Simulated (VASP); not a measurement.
A run of VASP 6.6.1:

INCAR

```
ALGO = Fast
EDIFF = 1E-6
ENCUT = 520
GGA = PE
ISIF = 2
ISMEAR = -1
LASPH = T
LCHARG = T
LELF = T
LREAL = F
LVHAR = T
LWAVE = F
NBANDS = 13
NELM = 100
PREC = Accurate
SIGMA = 0.02
```

File KPOINTS:

```
k-points
0
Gamma
  5 5 5
```

POSCAR

```
Mo
1.0
   -1.5838089719      1.5838089719      1.5838089719
    1.5838089719     -1.5838089719      1.5838089719
    1.5838089719      1.5838089719     -1.5838089719
Mo
1
Direct
    0.0000000000      0.0000000000      0.0000000000
```

Potentials or basis: VASP PAW PBE potentials, release 64 (Mo_sv).

Launch:

```bash
$ cat potpaw_PBE.64/Mo_sv/POTCAR > POTCAR
$ mpirun -np 1 vasp_std > vasp.out
```

Hardware: 1 thread of Intel(R) Xeon(R) 6975P-C (Granite Rapids), with other jobs on the host.

Task: Estimate the wall time of this run.

Result: Wall time 2.2 s on 1 thread of Intel(R) Xeon(R) 6975P-C (Granite Rapids), with other jobs on the host, peak memory 0.11 GiB. Counts: scf iterations 13, k points 10.
